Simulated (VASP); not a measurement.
**Al: single point with PBE**

The system is Al, a wire with vacuum.

```
Al
1.0
    11.50000    0.00000    0.00000
     0.00000   12.20000    0.00000
     0.00000    0.00000    6.25698
Al
6
Direct
  0.47303 0.50000 0.66217
  0.60040 0.50000 0.30866
  0.52614 0.38763 0.99958
  0.40128 0.62648 0.34834
  0.52614 0.61237 0.99958
  0.40128 0.37352 0.34834
```

- Program: VASP 6.6.1
- Task: single point
- Functional: PBE
- Potentials or basis: VASP PAW PBE potentials, release 64 (Al)
- Cutoff: 520 eV
- k mesh: 1 × 1 × 8
- Occupations: gaussian, width 0.05 eV
- Spin: no spin polarisation

```yaml
Largest_force: 0.007 eV/Å
```

Forces in eV/Å, atoms in the order of the input:
```
Al  -0.006  0.000 -0.003
Al   0.000  0.000  0.007
Al   0.000  0.005  0.000
Al   0.003  0.004 -0.002
Al   0.000 -0.005  0.000
Al   0.003 -0.004 -0.002
```

Levels at points of the mesh, in eV from the Fermi level:
| k point | band 7 | band 8 | band 9 | band 10 | band 11 | band 12 |
| --- | --- | --- | --- | --- | --- | --- |
| (0.00, 0.00, 0.00) | -0.89 | -0.52 | -0.18 | 0.14 | 0.73 | 1.29 |
| (0.00, 0.00, 0.50) | -1.02 | -0.25 | -0.14 | 0.24 | 1.00 | 1.34 |

It took 3.8 min on 1 thread of Intel Xeon 8259CL, with other jobs on the host, peak memory 0.77 GiB.
